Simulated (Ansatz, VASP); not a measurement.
Two plane-wave programs on Si2N

Contents of INCAR:

```
SYSTEM = Si2N
PREC = Accurate
ENCUT = 520
EDIFF = 1E-7
ISMEAR = 0
SIGMA = 0.1
LREAL = .False.
LASPH = .True.
NELM = 100
ALGO = Normal
ISIF = 2
LWAVE = .False.
LCHARG = .False.
GGA = PE
NBANDS = 14
```

The input KPOINTS:

```
Automatic mesh
0
Gamma
  6 6 6
  0 0 0
```

Contents of POSCAR:

```
Si2N
1.0
    1.4782176200      0.8534493400      5.4835899600
   -1.4782176200      0.8534493400      5.4835899600
    0.0000000000     -1.7068986800      5.4835899600
Si N
2 1
Direct
    0.6026623800      0.6026623800      0.6026623800
    0.3973376200      0.3973376200      0.3973376200
    0.0000000000      0.0000000000      0.0000000000
```

Input for Ansatz:

```yaml
crystal:
  lattice:
    - [1.47821762, 0.85344934, 5.48358996]
    - [-1.47821762, 0.85344934, 5.48358996]
    - [0.0, -1.70689868, 5.48358996]
  atoms:
    - { symbol: Si, position: [0.60266238, 0.60266238, 0.60266238] }
    - { symbol: Si, position: [0.39733762, 0.39733762, 0.39733762] }
    - { symbol: "N", position: [0.0, 0.0, 0.0] }
basis:
  ecutwfc: 420
kpoints:
  mp_grid: { grid: [6, 6, 6] }
hamiltonian:
  xc: pbe
scf:
  occupations: { method: gaussian, width: 0.1 }
  lower_state_search: "off"
output:
  forces: true
  stress: true
  eigenvalues: true
```

Change from the starting cell: species swapped into the NiS2 type (R-3m, No. 166).

Alike in both runs: task single point; functional PBE; k mesh 6 × 6 × 6; occupations gaussian, width 0.1 eV; no spin polarisation.

```csv
,VASP,Ansatz
version,VASP 6.6.1,Ansatz 0.2.0
potentials or method,"VASP PAW PBE potentials, release 64 (Si, N), cutoff 520 eV","scalar-relativistic, plane waves, PAW"
valence electrons in the cell,13,13
```

```csv
,VASP,Ansatz,Ansatz less VASP
gap on the k mesh at the Fermi level (eV),none,none,-
pressure (GPa),14.1,14.2,+0.07
"traceless stress, the component that is largest in VASP (GPa)",17.73,17.76,+0.035
rms of the force components (eV/Å),1.876,1.884,+0.0081
```

Atom by atom the forces differ by 0.008 eV/Å (rms over components). A gap of «none» marks a metal or a gap that the smearing closes.

The k mesh is coarse, so the values compare programs but aren't converged.
